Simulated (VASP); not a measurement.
The system is CrF.

```
Cr F
1.0
     2.61266    0.00000    0.00000
     0.00000    2.61266    0.00000
     0.00000    0.00000    3.42445
Cr F
1 1
Cartesian
  1.3063 1.3063 1.7122
  0.0000 0.0000 0.0000
```

```yaml
Program: VASP 6.6.1
Task: relaxation of cell and atoms
Functional: PBE
Potentials_or_basis: VASP PAW PBE potentials, release 64 (Cr_pv, F)
Cutoff: 600 eV
k_mesh: 6 × 6 × 6
Occupations: gaussian, width 0.1 eV
Spin: collinear spin, ferromagnetic start
Starting_moments: "[4.28, 0.16] μB"
```

At the start: pressure 11.7 GPa; volume 11.69 Å³/atom.

Problem. How do energy, volume and symmetry change on relaxing?

Solution. Over 10 steps the energy falls by 245.9 meV/atom and the volume is 13.60 Å³/atom (+16.4 %); space group P4/mmm (No. 123, to 0.1 Å) before, Pm-3m (No. 221, to 0.1 Å); moment 4.93 μB per cell.

The path:
| step | energy change (eV) | largest force (eV/Å) | pressure (GPa) | volume (Å³) |
| --- | --- | --- | --- | --- |
| 1 | 0.0000 | 0.0000 | 11.74 | 23.38 |
| 2 | -0.2881 | 0.0000 | 3.97 | 26.37 |
| 3 | -0.3314 | 0.0000 | 0.73 | 27.41 |
| 4 | -0.3500 | 0.0000 | -4.36 | 29.56 |
| 5 | -0.3529 | 0.0000 | -3.28 | 29.02 |
| 6 | -0.4374 | 0.0000 | -3.44 | 28.83 |
| 7 | -0.4724 | 0.0000 | -3.47 | 28.61 |
| 8 | -0.4778 | 0.0000 | -3.38 | 28.48 |
| 9 | -0.4897 | 0.0000 | 1.46 | 26.73 |
| 10 | -0.4918 | 0.0000 | -0.01 | 27.20 |

Final structure:
```
CELL_PARAMETERS angstrom
2.99745 0.00000 0.00000
0.00000 2.99745 0.00000
0.00000 0.00000 3.02752
ATOMIC_POSITIONS crystal
Cr 0.50000 0.50000 0.50000
F 0.00000 0.00000 0.00000
```

Caveat: the k points lie up to 0.35 Å⁻¹ apart in the final cell; the volume moved by over 15 % at a fixed basis, so the end points are rough; a cell with one magnetic atom can't hold antiferromagnetic order, which such compounds often take.
